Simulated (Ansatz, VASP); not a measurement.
## ScSbTe4: VASP beside Ansatz

```
CELL_PARAMETERS angstrom
0.00000 4.44998 4.44998
4.44998 0.00000 4.44998
4.44998 4.44998 0.00000
ATOMIC_POSITIONS crystal
Sc 0.75000 0.75000 0.75000
Sb 0.00000 0.00000 0.00000
Te 0.37520 0.87440 0.37520
Te 0.37520 0.37520 0.87440
Te 0.87440 0.37520 0.37520
Te 0.37520 0.37520 0.37520
```

Change from the starting cell: species swapped into the HoCdCu4 type (F-43m, No. 216).

Alike in both runs: functional PBE; k mesh 8 × 8 × 8; occupations gaussian, width 0.1 eV; no spin polarisation.

Ansatz relaxed the structure, and its values are those at the end. VASP's run is a single point on that final structure, the one shown.

|  | VASP | Ansatz |
| --- | --- | --- |
| version | VASP 6.6.1 | Ansatz 0.2.0 |
| potentials or method | VASP PAW PBE potentials, release 64 (Sc_sv, Sb, Te), cutoff 520 eV | scalar-relativistic, plane waves, PAW |
| valence electrons in the cell | 40 | 90 |

|  | VASP | Ansatz | Ansatz less VASP |
| --- | --- | --- | --- |
| gap on the k mesh at the Fermi level (eV) | none | none | - |
| pressure (GPa) | 0.0 | 0.0 | +0.04 |

A gap of «none» marks a metal or a gap that the smearing closes. VASP's potentials hold 40 valence electrons a cell and Ansatz's 90, so a difference there can come from the potentials and not from the codes.

Neither program's run includes spin-orbit coupling.
